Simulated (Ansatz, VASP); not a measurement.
**ZnSe: VASP beside Ansatz**

```
Zn Se
1.0
     4.02612    0.00000    0.00000
     0.00000    4.02612    0.00000
     0.00000    0.00000    6.19210
Zn Se
2 2
Direct
  0.00000 0.00000 0.00000
  0.50000 0.50000 0.00000
  0.00000 0.50000 0.26817
  0.50000 0.00000 0.73183
```

Alike in both runs: task single point; functional PBEsol; k mesh 8 × 8 × 6; occupations gaussian, width 0.05 eV; no spin polarisation.

|  | VASP | Ansatz |
| --- | --- | --- |
| version | VASP 6.6.1 | Ansatz 0.2.0 |
| potentials or method | VASP PAW PBE potentials, release 64 (Zn, Se), cutoff 520 eV | scalar-relativistic, plane waves, PAW |
| valence electrons in the cell | 36 | 56 |

```tsv
	VASP	Ansatz	Ansatz less VASP
gap on the k mesh at the Fermi level (eV)	1.39	1.39	-0.004
least direct gap on the mesh (eV)	1.39	1.39	-0.004
pressure (GPa)	-5.3	-5.5	-0.17
traceless stress, the component that is largest in VASP (GPa)	-2.94	-2.97	-0.033
rms of the force components (eV/Å)	0.598	0.613	+0.0148
```

VASP's potentials were made for PBE, not for PBEsol, and Ansatz warns of the same on its side. Atom by atom the forces differ by 0.015 eV/Å (rms over components). The functional is the same, so the differences come from potentials, cutoffs and numerics. VASP's potentials hold 36 valence electrons a cell and Ansatz's 56, so a difference there can come from the potentials and not from the codes.
